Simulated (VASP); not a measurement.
PtSe2 (Sudovikovite):

```
Pt Se
1.0
     3.64798    0.00000    0.00000
    -1.82399    3.15924    0.00000
     0.00000    0.00000    4.95866
Pt Se
1 2
Cartesian
  0.0000 0.0000 0.0000
  1.8240 1.0531 3.7190
  0.0000 2.1062 1.2397
```

Base run:

| Item | Value |
| --- | --- |
| Program | VASP 6.6.1 |
| Functional | RPBE |
| Potentials or basis | VASP PAW PBE potentials, release 64 (Pt, Se) |
| Cutoff | 520 eV |
| k mesh | 8 × 8 × 5 |
| Occupations | fermi-dirac, width 0.05 eV |
| Spin | no spin polarisation |

Its results: band gap on the k mesh zero (band 11 reaches 7.94 eV, above the bottom of band 12 at 7.67 eV); pressure 20.4 GPa; largest force 1.536 eV/Å.

Question: The run is repeated on the same cell with these changes: functional from RPBE to PBEsol. What comes out?

Answer: Band gap on the k mesh zero (band 11 reaches 7.71 eV, above the bottom of band 12 at 7.37 eV); pressure 12.2 GPa; largest force 1.235 eV/Å.

PBEsol binds more tightly than RPBE, so the same cell stands under less pressure.

Caveats: the PAW data sets were made with another functional, which shifts forces and pressure a little; spin-orbit coupling is left out, which moves the levels of the heavy elements.
